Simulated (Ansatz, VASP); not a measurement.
**Two plane-wave programs on Zr**

```
Zr
1.0
     3.23200    0.00000    0.00000
    -1.61600    2.85497    0.00000
     0.00000    0.00000    5.14700
Zr
2
Direct
  0.33333 0.66667 0.25000
  0.66667 0.33333 0.75000
```

Change from the starting cell: strain +0.0200 x Voigt [0, 1, 0, 0, 0, 0], atoms carried along.

Alike in both runs: task single point; functional PBEsol; k mesh 18 × 18 × 10; occupations gaussian, width 0.15 eV; no spin polarisation.

```csv
,VASP,Ansatz
version,VASP 6.6.1,Ansatz 0.2.0
potentials or method,"VASP PAW PBE potentials, release 64 (Zr_sv), cutoff 520 eV","scalar-relativistic, plane waves, PAW"
valence electrons in the cell,24,24
```

```csv
,VASP,Ansatz,Ansatz less VASP
gap on the k mesh at the Fermi level (eV),none,none,-
pressure (GPa),-4.9,-4.9,-0.05
"traceless stress, the component that is largest in VASP (GPa)",-1.22,-1.22,+0.003
rms of the force components (eV/Å),0.019,0.019,0.0000
```

VASP's potentials were made for PBE, not for PBEsol. Atom by atom the forces differ by 0.000 eV/Å (rms over components). A gap of «none» marks a metal or a gap that the smearing closes.
